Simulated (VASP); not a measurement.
# H in VASP: a series of runs, part 3 of 3

VASP 6.6.1. Earlier steps stand in the parts before.

## (6) Single point, LDA

This run uses another cell than the first one, of 17.85 Å³/atom, 1.190 times its volume.

The input, INCAR:

```
  PREC = Accurate
  ENCUT = 520
  EDIFF = 1E-6
  ISMEAR = -1
  SIGMA = 0.05
  LREAL = Auto
  LASPH = True
  NELM = 80
  ALGO = Normal
  ISIF = 2
  LWAVE = False
  LCHARG = False
  GGA = CA
  NBANDS = 26
```

The input, KPOINTS:

```
Automatic mesh
0
Gamma
  1 1 1
```

The input, POSCAR:

```
H
1.0
    7.0944200000      0.0000000000      0.0000000000
    0.0000000000      7.0944200000      0.0000000000
    0.0000000000      0.0000000000      7.0944200000
H
20
Direct
    1.0412267670      0.2540588237      0.9210760006
    1.0471469126      0.2048793277      1.0134866557
    0.2195810228      0.5604968412      0.1501602668
    0.2897770360      0.5010557593      0.0987677640
   -0.2009043727      0.0081754393      0.1186566344
   -0.2978256151      0.0020156687      0.0701819176
    0.4427282287     -0.2095026796      0.0742978284
    0.4351729951     -0.1058296520      0.0724513068
    0.5952142670      0.9478576120      0.5254834081
    0.5658249723      0.9765562231      0.6264923701
    0.1837641414      0.6775324833      0.7678147051
    0.1434930551      0.7002686618      0.6761652115
    0.5155178295      0.2327462992     -0.0372123443
    0.5380848611      0.2840683241     -0.1207145898
    0.9863808458      0.7471364819      0.4186670651
    1.0233535652      0.8570679492      0.4378793474
    0.3190958528      0.2778521711      0.5894773639
    0.2548904632      0.3215766758      0.5089351913
    0.7035106464      0.7255279501      0.7580746559
    0.7717050865      0.6884988484      0.8354030351
```

Potentials or basis: VASP PAW LDA potentials, release 64 (H).

Launch:

```
$ cat potpaw_LDA.64/H/POTCAR > POTCAR
$ mpirun -np 1 vasp_gam > vasp.out
```

OUTCAR:

```text
PREC = Accurate
   ENCUT = 520
   EDIFF = 1E-6
   ISMEAR = -1
   LREAL = Auto
   LASPH = True
   NELM = 80
   ISIF = 2
   GGA = CA

 ion  position               nearest neighbor table
   1  0.041  0.254  0.921-   2 0.74
   2  0.047  0.205  0.013-   1 0.74
   3  0.220  0.560  0.150-   4 0.75
   4  0.290  0.501  0.099-   3 0.75
   5  0.799  0.008  0.119-   6 0.77
   6  0.702  0.002  0.070-   5 0.77
[... 12 lines left out ...]
  19  0.704  0.726  0.758-  20 0.78
  20  0.772  0.688  0.835-  19 0.78

  LATTYP: Found a simple cubic cell.
 ALAT       =     7.0944200000

  Lattice vectors:

 A1 = (   7.0944200000,   0.0000000000,   0.0000000000)
 A2 = (   0.0000000000,   7.0944200000,   0.0000000000)
 A3 = (   0.0000000000,   0.0000000000,   7.0944200000)

Analysis of symmetry for initial positions (statically):
=====================================================================
 Subroutine PRICEL returns:
 Original cell was already a primitive cell.

 Routine SETGRP: Setting up the symmetry group for a
 simple cubic supercell.

 Subroutine GETGRP returns: Found  1 space group operations
 (whereof  1 operations were pure point group operations)
 out of a pool of 48 trial point group operations.

The static configuration has the point symmetry C_1 .

Analysis of symmetry for dynamics (positions and initial velocities):
=====================================================================
 Subroutine PRICEL returns:
 Original cell was already a primitive cell.

 Routine SETGRP: Setting up the symmetry group for a
 simple cubic supercell.

 Subroutine GETGRP returns: Found  1 space group operations
[... 132 lines left out ...]
   IALGO  =     38    algorithm
   IMIX   =      4    mixing-type and parameters
     AMIX     =   0.40;   BMIX     =  1.00
     AMIX_MAG =   1.60;   BMIX_MAG =  1.00
  volume/ion in A,a.u.               =      17.85       120.48
  Fermi-wavevector in a.u.,A,eV,Ry     =   0.626375  1.183678  5.338191  0.392346
  Thomas-Fermi vector in A             =   1.687607
   LORBIT       =      0    0 simple, 1 ext, 2 COOP (PROOUT), +10 PAW based schemes
   GGA     = CA    functional components
   LHFCALC =     F    Hartree Fock is set to
   AEXX    =    0.0000 exact exchange contribution
   IVDW    =     0    specifies the selected vdW correction
   LEPSILON=     F    determine dielectric tensor
   LRPA    =     F    only Hartree local field effects (RPA)
 non-spin polarized calculation
  energy-cutoff  :      520.00
  volume of cell :      357.07
 maximum number of plane-waves:      4886
 NGX is ok and might be reduce to    54

 number of electron      20.0000001 magnetization

 Free energy of the ion-electron system (eV)
  ---------------------------------------------------
  ext. energy  EPLUGINS =         0.00000000
  ---------------------------------------------------
  free energy    TOTEN  =       -67.19143653 eV

  energy without entropy =      -67.19143653  energy(sigma->0) =      -67.19143653

 E-fermi :  -7.1851     XC(G=0):  -4.5468

 val. band max:       -8.4204945021   @ k =   0.0000   0.0000   0.0000
 cond. band min:       0.0151419022   @ k =   0.0000   0.0000   0.0000
 fundamental gap:      8.4356364043
 Fermi energy:        -7.1851235306

 k-point     1 :       0.0000    0.0000    0.0000
  band No.  band energies     occupation
      1     -10.6496      2.00000
      2      -9.8549      2.00000
      3      -9.6671      2.00000
      4      -9.5489      2.00000
      5      -9.3439      2.00000
      6      -9.2933      2.00000
[... 14 lines left out ...]
     21       2.4062      0.00000
     22       2.6974      0.00000
 [bands above 22 left out]

------------------------ aborting loop because EDIFF is reached ----------------------------------------

  FORCE on cell =-STRESS in cart. coord.  units (eV):
  Direction    XX          YY          ZZ          XY          YZ          ZX
  --------------------------------------------------------------------------------------
  -------------------------------------------------------------------------------------
  Total       -0.2274701     -0.2976047      1.3505300     -0.2278039     -1.0533512     -0.2475013
  in kB       -1.0206673     -1.3353639      6.0598813     -1.0221649     -4.7264287     -1.1105480
  external PRESSURE =       1.2346167 kB  Pullay stress =       0.0000000 kB

 VOLUME and BASIS-vectors are now :
 -----------------------------------------------------------------------------
  energy-cutoff  :      520.00
  volume of cell :      357.07
      direct lattice vectors                 reciprocal lattice vectors
     7.094420000  0.000000000  0.000000000     0.140955850  0.000000000  0.000000000
     0.000000000  7.094420000  0.000000000     0.000000000  0.140955850  0.000000000
     0.000000000  0.000000000  7.094420000     0.000000000  0.000000000  0.140955850

 POSITION                                       TOTAL-FORCE (eV/Angst)
 -----------------------------------------------------------------------------------
      0.29248      1.80240      6.53450        -0.016778      0.377426     -0.709733
      0.33448      1.45350      0.09568         0.044081     -0.378123      0.689785
      1.55780      3.97640      1.06530        -0.464120      0.395128      0.349622
      2.05580      3.55470      0.70070         0.449917     -0.431543     -0.347050
      5.66912      0.05800      0.84180        -0.026828      0.017778     -0.020417
      4.98152      0.01430      0.49790         0.127520     -0.013301      0.054964
[... 12 lines left out ...]
      4.99100      5.14720      5.37810         0.182479     -0.091395      0.211104
      5.47480      4.88450      5.92670        -0.169068      0.081789     -0.181100
 -----------------------------------------------------------------------------------
    total drift:                               -0.000095      0.000701     -0.000510

  FREE ENERGIE OF THE ION-ELECTRON SYSTEM (eV)
  ---------------------------------------------------
  free  energy   TOTEN  =       -67.1914365269 eV

  energy  without entropy=      -67.1914365268  energy(sigma->0) =      -67.19143653
```

OSZICAR:

```text
N       E                     dE             d eps       ncg     rms          rms(c)
DAV:   1     0.470094692488E+02    0.47009E+02   -0.74040E+03    52   0.566E+02
DAV:   2    -0.615988929525E+02   -0.10861E+03   -0.10489E+03    64   0.113E+02
DAV:   3    -0.736091715064E+02   -0.12010E+02   -0.11970E+02    64   0.422E+01
DAV:   4    -0.737193582164E+02   -0.11019E+00   -0.11015E+00    56   0.485E+00
DAV:   5    -0.737201451505E+02   -0.78693E-03   -0.78691E-03    72   0.416E-01    0.140E+01
DAV:   6    -0.692063964283E+02    0.45137E+01   -0.19888E+00    56   0.483E+00    0.750E+00
DAV:   7    -0.671465696572E+02    0.20598E+01   -0.36905E+00    54   0.685E+00    0.850E-01
DAV:   8    -0.671943408028E+02   -0.47771E-01   -0.81592E-02    56   0.115E+00    0.469E-01
DAV:   9    -0.671877240266E+02    0.66168E-02   -0.14401E-02    70   0.431E-01    0.120E-01
DAV:  10    -0.671902037035E+02   -0.24797E-02   -0.70482E-04    54   0.116E-01    0.254E-02
DAV:  11    -0.671912056969E+02   -0.10020E-02   -0.32477E-04    52   0.710E-02    0.288E-02
DAV:  12    -0.671913655894E+02   -0.15989E-03   -0.60976E-05    56   0.543E-02    0.106E-02
DAV:  13    -0.671914360828E+02   -0.70493E-04   -0.60665E-05    52   0.299E-02    0.871E-03
DAV:  14    -0.671914365269E+02   -0.44406E-06   -0.16884E-06    64   0.878E-03
   1 F= -.67191437E+02 E0= -.67191437E+02  d E =-.490318E-10
```

stdout:

```text
POSCAR found type information on POSCAR H
 POSCAR found :  1 types and      20 ions
 scaLAPACK will be used
 LDA part: xc-table for (Slater(with rela. corr.)+CA(PZ))
 , standard interpolation
 POSCAR, INCAR and KPOINTS ok, starting setup
 FFT: planning ... GRIDC
 FFT: planning ... GRID_SOFT
 FFT: planning ... GRID
 WAVECAR not read
 entering main loop
```

Run time: 10 s. Hardware: 1 thread of Intel Xeon Platinum 8375C at 2.90GHz (Ice Lake), shared host; peak memory 0.27 GiB.

Results:

- Free energy: -67.1914 eV
- Pressure: 0.1 GPa
- Largest force: 2.093 eV/Å
- Band gap on the k mesh: 8.44 eV

Forces on the atoms (eV/Å):
```
H   -0.017  0.377 -0.710
H    0.044 -0.378  0.690
H   -0.464  0.395  0.350
H    0.450 -0.432 -0.347
H   -0.027  0.018 -0.020
H    0.128 -0.013  0.055
H    0.031 -1.027 -0.004
H   -0.111  1.048 -0.037
H   -0.056  0.064  0.157
H    0.035 -0.036 -0.169
H    0.592 -0.343  1.325
H   -0.543  0.307 -1.222
H   -0.480 -1.065  1.718
H    0.440  1.072 -1.744
H    0.518  1.634  0.241
H   -0.563 -1.612 -0.323
H   -0.443  0.289 -0.552
H    0.451 -0.287  0.563
H    0.182 -0.091  0.211
H   -0.169  0.082 -0.181
```

Stress tensor (GPa, compression positive):
```
-0.10 -0.10 -0.11
-0.10 -0.13 -0.47
-0.11 -0.47  0.61
```

Caveat: the k points lie up to 0.89 Å⁻¹ apart.

## (7) The runs side by side

```tsv
cell	gap on the mesh (eV)	pressure (GPa)	largest force (eV/Å)
a = 6.694 Å, 20 atoms	7.85	-0.4	2.12
a = 6.710 Å, 20 atoms	7.40	-0.6	2.52
a = 6.886 Å, 20 atoms	8.00	-0.6	1.81
a = 7.094 Å, 20 atoms	8.44	0.1	2.09
```

Some of these runs hold the atoms at other places in the same cell, which the table doesn't show; runs alike in all that it shows share one row.

Alike in all rows: task single point; level LDA; potentials or basis VASP PAW LDA potentials, release 64 (H); no spin polarisation; k mesh 1 × 1 × 1; cutoff (eV) 520; smearing fermi-dirac 0.05 eV.

Caveats: all runs use coarse meshes.

Total energies depend on the potentials used, so only differences within one code and one set of settings carry meaning.
